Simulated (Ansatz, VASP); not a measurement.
# One calculation of AlN, two programs

```
Al N
1.0
    -1.63784    2.83682    0.00000
     0.00000    0.00000    4.10063
     4.91352    2.83682    0.00000
Al N
4 4
Direct
  0.56928 0.75000 0.31594
  0.00000 0.75000 0.66667
  0.00000 0.25000 0.33333
  0.50000 0.25000 0.83333
  0.50000 0.25000 0.16667
  0.00000 0.25000 0.66667
  0.00000 0.75000 0.33333
  0.50000 0.75000 0.83333
```

Alike in both runs: task single point; functional LDA; k mesh 8 × 6 × 4; occupations gaussian, width 0.05 eV; no spin polarisation.

```csv
,VASP,Ansatz
version,VASP 6.6.1,Ansatz 0.2.0
potentials or method,"VASP PAW LDA potentials, release 64 (Al, N), cutoff 520 eV","scalar-relativistic, plane waves, PAW"
valence electrons in the cell,32,32
```

VASP gave:

```
gap on the k mesh at the Fermi level (eV)                     : 2.02
least direct gap on the mesh (eV)                             : 2.02
pressure (GPa)                                                : 23.1
traceless stress, the component that is largest in VASP (GPa) : 33.13
rms of the force components (eV/Å)                            : 6.237
```

Which values does Ansatz return?

gap on the k mesh at the Fermi level (eV): 2.02; least direct gap on the mesh (eV): 2.02; pressure (GPa): 22.1; traceless stress, the component that is largest in VASP (GPa): 32.42; rms of the force components (eV/Å): 6.176.

Ansatz warns that its potentials were made for another functional, while VASP's fit it. LDA's correlation is that of Perdew and Zunger in VASP and of Perdew and Wang (1992) in Ansatz. Atom by atom the forces differ by 0.064 eV/Å (rms over components).
